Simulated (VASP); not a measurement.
# BaF2 (Fm-3m) in VASP: elastic constants with PBEsol

Aim: the elastic constants of BaF2 with PBEsol.

Program: VASP 6.6.1. These are calculated values, not measurements. Logs are shortened: lines on timing, memory, paths and dates and some standing lists are left out, and cuts for length are marked.

## Step 1: The cell of the first run

Symmetry: Fm-3m, No. 225, cubic system. The conventional cell has a = 6.138 Å, b = 6.138 Å, c = 6.138 Å, α = 90.00°, β = 90.00°, γ = 90.00°. Ba (site symmetry m-3m) has 8 F at 2.66 Å within 3.5 Å. Within 3.5 Å of F (site symmetry -43m) lie 4 Ba at 2.66 Å and 6 F at 3.07 Å.

## Step 2: Elastic constants, PBEsol

INCAR reads:

```
PREC     = Accurate       # precision mode
ENCUT    = 600            # plane-wave cutoff, eV
EDIFF    = 1E-8           # SCF threshold, eV
ISMEAR   = 0              # smearing method
SIGMA    = 0.01           # smearing width, eV
LREAL    = F              # projectors in reciprocal space
LASPH    = T              # aspherical terms in the spheres
NELM     = 120            # most SCF steps
ALGO     = Normal         # electronic algorithm
ISIF     = 3              # what is computed and relaxed
LWAVE    = F              # write WAVECAR
LCHARG   = F              # write CHGCAR
GGA      = PS             # functional
NBANDS   = 19             # bands
IBRION   = 6              # ionic algorithm
NFREE    = 2            
POTIM    = 0.015          # step
NSW      = 1              # ionic steps
GGA_COMPAT= F
```

KPOINTS reads:

```
regular mesh
0
Gamma
  6 6 6
```

POSCAR reads:

```
BaF2
1.0
    0.0000000000      3.0689010593      3.0689010593
    3.0689010593      0.0000000000      3.0689010593
    3.0689010593      3.0689010593      0.0000000000
Ba F
1 2
Direct
    0.0000000000      0.0000000000      0.0000000000
    0.2500000000      0.2500000000      0.2500000000
    0.7500000000      0.7500000000      0.7500000000
```

Potentials or basis: VASP PAW PBE potentials, release 64 (Ba_sv, F).

The run is started by

```sh
$ cat potpaw_PBE.64/Ba_sv/POTCAR potpaw_PBE.64/F/POTCAR > POTCAR
$ mpirun -np 1 vasp_std > vasp.out
```

OUTCAR:

```text
PREC = Accurate
   ENCUT = 600
   EDIFF = 1E-8
   ISMEAR = 0
   LREAL = F
   LASPH = T
   NELM = 120
   ISIF = 3
   GGA = PS
   IBRION = 6
   NFREE = 2
   POTIM = 0.015
   NSW = 1

 ion  position               nearest neighbor table
   1  0.000  0.000  0.000-   3 2.66   3 2.66   3 2.66   2 2.66   3 2.66   2 2.66   2 2.66   2 2.66

   2  0.250  0.250  0.250-   1 2.66   1 2.66   1 2.66   1 2.66
   3  0.750  0.750  0.750-   1 2.66   1 2.66   1 2.66   1 2.66

  LATTYP: Found a face centered cubic cell.
 ALAT       =     6.1378021186

  Lattice vectors:

 A1 = (   0.0000000000,   3.0689010593,   3.0689010593)
 A2 = (   3.0689010593,   0.0000000000,   3.0689010593)
 A3 = (   3.0689010593,   3.0689010593,   0.0000000000)

Analysis of symmetry for initial positions (statically):
=====================================================================
 Subroutine PRICEL returns:
 Original cell was already a primitive cell.

 Routine SETGRP: Setting up the symmetry group for a
 face centered cubic supercell.

 Subroutine GETGRP returns: Found 48 space group operations
 (whereof 48 operations were pure point group operations)
 out of a pool of 48 trial point group operations.

The static configuration has the point symmetry O_h .

Analysis of symmetry for dynamics (positions and initial velocities):
=====================================================================
 Subroutine PRICEL returns:
 Original cell was already a primitive cell.

 Routine SETGRP: Setting up the symmetry group for a
 face centered cubic supercell.

 Subroutine GETGRP returns: Found 48 space group operations
 (whereof 48 operations were pure point group operations)
 out of a pool of 48 trial point group operations.

The dynamic configuration has the point symmetry O_h .

 Subroutine INISYM returns: Found 48 space group operations
 (whereof 48 operations are pure point group operations),
 and found     1 'primitive' translations

----------------------------------------------------------------------------------------

                                     Primitive cell

  volume of cell :      57.8068

  direct lattice vectors                    reciprocal lattice vectors
     0.000000000  3.068901059  3.068901059    -0.162924770  0.162924770  0.162924770
     3.068901059  0.000000000  3.068901059     0.162924770 -0.162924770  0.162924770
     3.068901059  3.068901059  0.000000000     0.162924770  0.162924770 -0.162924770

  length of vectors
     4.340081500  4.340081500  4.340081500     0.282193980  0.282193980  0.282193980

  position of ions in fractional coordinates (direct lattice)
     0.000000000  0.000000000  0.000000000
     0.250000000  0.250000000  0.250000000
     0.750000000  0.750000000  0.750000000

  ion indices of the primitive-cell ions
   primitive index   ion index
                 1           1
                 2           2
                 3           3

----------------------------------------------------------------------------------------

 KPOINTS: regular mesh

Automatic generation of k-mesh.
 Grid dimensions read from file:
 generate k-points for:    6    6    6
[... 100 lines left out ...]
  ---------------------------------------------------
  ext. energy  EPLUGINS =         0.00000000
  ---------------------------------------------------
  free energy    TOTEN  =       -17.63915936 eV

  energy without entropy =      -17.63915936  energy(sigma->0) =      -17.63915936

------------------------ aborting loop because EDIFF is reached ----------------------------------------

  FORCE on cell =-STRESS in cart. coord.  units (eV):
  Direction    XX          YY          ZZ          XY          YZ          ZX
  --------------------------------------------------------------------------------------
  -------------------------------------------------------------------------------------
  Total        0.4363034      0.4363034      0.4363034     -0.0000000      0.0000000      0.0000000
  in kB       12.0926242     12.0926242     12.0926242     -0.0000000      0.0000000      0.0000000
  external PRESSURE =      12.0926242 kB  Pullay stress =       0.0000000 kB
[... 92 lines left out ...]
  FREE ENERGIE OF THE ION-ELECTRON SYSTEM (eV)
  ---------------------------------------------------
  free  energy   TOTEN  =       -17.6285335572 eV

  energy  without entropy=      -17.6285335572  energy(sigma->0) =      -17.62853356

[... ionic steps 4 to 14 ...]

--------------------------------------- Ionic step       15  -------------------------------------------

 number of electron      23.9999988 magnetization

------------------------ aborting loop because EDIFF is reached ----------------------------------------
[... 69 lines left out ...]
--------------------------------------- Ionic step       17  -------------------------------------------

 number of electron      23.9999993 magnetization

 Free energy of the ion-electron system (eV)
  ---------------------------------------------------
  ext. energy  EPLUGINS =         0.00000000
  ---------------------------------------------------
  free energy    TOTEN  =       -17.63878872 eV

  energy without entropy =      -17.63878872  energy(sigma->0) =      -17.63878872

 E-fermi :  -2.0214     XC(G=0):  -9.0581

 val. band max:       -2.0824628392   @ k =   0.0000  -0.1667   0.1667
 cond. band min:       4.6872730556   @ k =   0.0000   0.0000   0.0000
 fundamental gap:      6.7697358947
 Fermi energy:        -2.0213717180

 k-point     1 :       0.0000    0.0000    0.0000
  band No.  band energies     occupation
      1     -25.0736      2.00000
      2     -20.9233      2.00000
      3     -20.8365      2.00000
      4      -9.8582      2.00000
      5      -9.8551      2.00000
      6      -9.8525      2.00000
[... 505 lines left out ...]
      6      -9.9408      2.00000
[... 11 lines left out ...]
     18      10.1149      0.00000
     19      11.9518      0.00000

 [... further k-points ...]

------------------------ aborting loop because EDIFF is reached ----------------------------------------

  FORCE on cell =-STRESS in cart. coord.  units (eV):
  Direction    XX          YY          ZZ          XY          YZ          ZX
  --------------------------------------------------------------------------------------
  -------------------------------------------------------------------------------------
  Total        0.4382008      0.4382047      0.4382047      0.0000000      0.0514765      0.0000000
  in kB       12.1452110     12.1453198     12.1453198      0.0000000      1.4267267      0.0000000
  external PRESSURE =      12.1452835 kB  Pullay stress =       0.0000000 kB
[... 18 lines left out ...]
  FREE ENERGIE OF THE ION-ELECTRON SYSTEM (eV)
  ---------------------------------------------------
  free  energy   TOTEN  =       -17.6387887246 eV

  energy  without entropy=      -17.6387887246  energy(sigma->0) =      -17.63878872

 INTERNAL STRAIN TENSORS FROM STRAINED CELLS
 ============================================

 INTERNAL STRAIN TENSOR FOR ION    1 for displacements in x,y,z  (eV/Angst):
          X           Y           Z          XY          YZ          ZX
  --------------------------------------------------------------------------------
  x    -0.00000    -0.00000     0.00000     0.00000     0.00000     0.00000
  y    -0.00000     0.00000    -0.00000    -0.00000    -0.00000     0.00000
  z     0.00000    -0.00000     0.00000     0.00000    -0.00000     0.00000

 INTERNAL STRAIN TENSORS FROM DISPLACED ATOMS
 ============================================

 INTERNAL STRAIN TENSOR FOR ION    1 for displacements in x,y,z  (eV/Angst):
          X           Y           Z          XY          YZ          ZX
  --------------------------------------------------------------------------------
  x     0.00000     0.00000     0.00000     0.00000     0.00000     0.00000
  y     0.00000     0.00000     0.00000     0.00000     0.00000     0.00000
  z     0.00000     0.00000     0.00000     0.00000     0.00000     0.00000

 INTERNAL STRAIN TENSOR FOR ION    3 for displacements in x,y,z  (eV/Angst):
          X           Y           Z          XY          YZ          ZX
  --------------------------------------------------------------------------------
  x     0.00000     0.00000     0.00000     0.00000     3.43556    -0.00000
  y     0.00000     0.00000     0.00000    -0.00000     0.00000     3.43556
  z     0.00000     0.00000     0.00000     3.43556    -0.00000     0.00000

 Eigenvectors and eigenvalues of the dynamical matrix
 ----------------------------------------------------

   1 f  =    7.646714 THz    48.045720 2PiTHz  255.066920 cm-1    31.624253 meV
             X         Y         Z           dx          dy          dz
      0.000000  0.000000  0.000000     0.000000   -0.000000    0.000000
      1.534451  1.534451  1.534451     0.014627    0.706955   -0.001160
      4.603352  4.603352  4.603352    -0.014627   -0.706955    0.001160
[... 43 lines left out ...]
   9 f/i=    0.004234 THz     0.026603 2PiTHz    0.141234 cm-1     0.017511 meV
             X         Y         Z           dx          dy          dz
      0.000000  0.000000  0.000000    -0.861004    0.147811    0.139681
      1.534451  1.534451  1.534451    -0.320804    0.055073    0.052044
      4.603352  4.603352  4.603352    -0.320804    0.055073    0.052044

--------------------------------------------------------------------------------------------------------

 ELASTIC MODULI CONTR FROM IONIC RELAXATION (kBar)
 Direction    XX          YY          ZZ          XY          YZ          ZX
 --------------------------------------------------------------------------------
 XX           0.0000      0.0000      0.0000      0.0000      0.0000      0.0000
 YY           0.0000      0.0000      0.0000      0.0000      0.0000      0.0000
 ZZ           0.0000      0.0000      0.0000      0.0000      0.0000      0.0000
 XY           0.0000      0.0000      0.0000   -143.9461     -0.0000      0.0000
 YZ           0.0000      0.0000      0.0000     -0.0000   -143.9461     -0.0000
 ZX           0.0000      0.0000      0.0000      0.0000     -0.0000   -143.9461
 --------------------------------------------------------------------------------

 TOTAL ELASTIC MODULI (kBar)
 Direction    XX          YY          ZZ          XY          YZ          ZX
 --------------------------------------------------------------------------------
 XX         978.7066    492.2472    492.2472      0.0000      0.0000     -0.0000
 YY         492.2472    978.7066    492.2472     -0.0000     -0.0000      0.0000
 ZZ         492.2472    492.2472    978.7066      0.0000      0.0000      0.0000
 XY           0.0000     -0.0000      0.0000    266.0556     -0.0000      0.0000
 YZ           0.0000     -0.0000      0.0000     -0.0000    266.0556     -0.0000
 ZX          -0.0000      0.0000      0.0000      0.0000     -0.0000    266.0556
 --------------------------------------------------------------------------------
```

Wall time 4.5 min (1 thread of Intel Xeon 6975P-C (Granite Rapids), shared host); peak memory 0.34 GiB.

What came out:

```yaml
Elastic_constants_C11_C12_C44: 98, 49, 27 GPa
Voigt_bulk_modulus: 65 GPa
Highest_phonon_frequency_at_Γ_LO-TO_splitting_left_out: 255 cm⁻¹
```

Phonon frequencies in cm⁻¹ (negative: imaginary):
```
              q point                    frequencies
(0.000, 0.000, 0.000)  0 0 0 196 196 196 255 255 255
```

Elastic tensor in Voigt notation (GPa, in the Cartesian axes of the cell as first typed):
```
98 49 49  0  0  0
49 98 49  0  0  0
49 49 98  0  0  0
 0  0  0 27  0  0
 0  0  0  0 27  0
 0  0  0  0  0 27
```

Clamped-ion elastic tensor (GPa):
```
98 49 49  0  0  0
49 98 49  0  0  0
49 49 98  0  0  0
 0  0  0 41  0  0
 0  0  0  0 41  0
 0  0  0  0  0 41
```

Caveat: the cell is under stress, which shifts elastic constants; the PAW data sets were made with another functional, which shifts forces and pressure a little; spin-orbit coupling is left out, which moves the levels of the heavy elements.
